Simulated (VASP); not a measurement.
Input of a VASP 6.6.1 run:

File INCAR:

```
SYSTEM = Li
ALGO = Normal
EDIFF = 1E-6
ENCUT = 520
GGA = PE
ISIF = 2
ISMEAR = 0
IVDW = 12
LASPH = .TRUE.
LCHARG = .TRUE.
LELF = .TRUE.
LREAL = Auto
LVHAR = .TRUE.
LWAVE = .FALSE.
NBANDS = 40
NELM = 100
PREC = Accurate
SIGMA = 0.15
```

KPOINTS

```
k-points
0
G
  3 3 3
  0 0 0
```

Contents of POSCAR:

```
Li
1.0
    6.9800000000      0.0000000000      0.0000000000
    0.0000000000      6.9800000000      0.0000000000
    0.0000000000      0.0000000000      6.9800000000
Li
17
Direct
   -0.0112444126     -0.0015703438      0.0151143266
    0.5098809456      0.0209573066      0.0060568768
   -0.0264687679      0.5373574499     -0.0001204871
    0.1063561605      0.0511405444      0.4460117479
    0.2283948424      0.2939687679      0.2065987106
    0.5243601719      0.4563116046      0.0517972779
    0.4992277937      0.0213107450      0.5106975645
    0.7758915473      0.2400989971      0.2832504298
    0.0048573066      0.5194285100      0.5005482808
    0.2726792264      0.7477080229      0.2345290831
    0.2420124642      0.2702989971      0.7726593123
    0.4819474212      0.4803830946      0.4920865330
    0.7413773639      0.7612177650      0.2697194842
    0.7698826648      0.2673892550      0.7494511461
    0.2489170487      0.7539922636      0.7656855301
    0.6384859599      0.6841488539      0.7984459885
    0.8722322350     -0.1108607450      0.6460137536
```

Potentials or basis: VASP PAW PBE potentials, release 64 (Li_sv).

Launch:

```bash
$ cat potpaw_PBE.64/Li_sv/POTCAR > POTCAR
$ mpirun -np 1 vasp_std > vasp.out
```

Predict the dispersion energy per atom.

-0.172 eV.

What does it give for the largest force?

0.007 eV/Å.

Forces on the atoms (eV/Å):
```
Li  -0.001  0.001 -0.001
Li  -0.003 -0.003 -0.002
Li   0.001  0.000 -0.006
Li   0.005 -0.001 -0.002
Li   0.005  0.001  0.000
Li  -0.004  0.000  0.004
Li  -0.002 -0.005 -0.002
Li   0.003  0.003  0.002
Li  -0.006  0.001  0.002
Li   0.003 -0.005  0.003
Li  -0.001 -0.005 -0.003
Li  -0.001  0.007  0.002
Li   0.007  0.001  0.000
Li  -0.001 -0.001  0.000
Li   0.000  0.002 -0.001
Li  -0.001  0.001  0.005
Li  -0.004  0.003  0.000
```
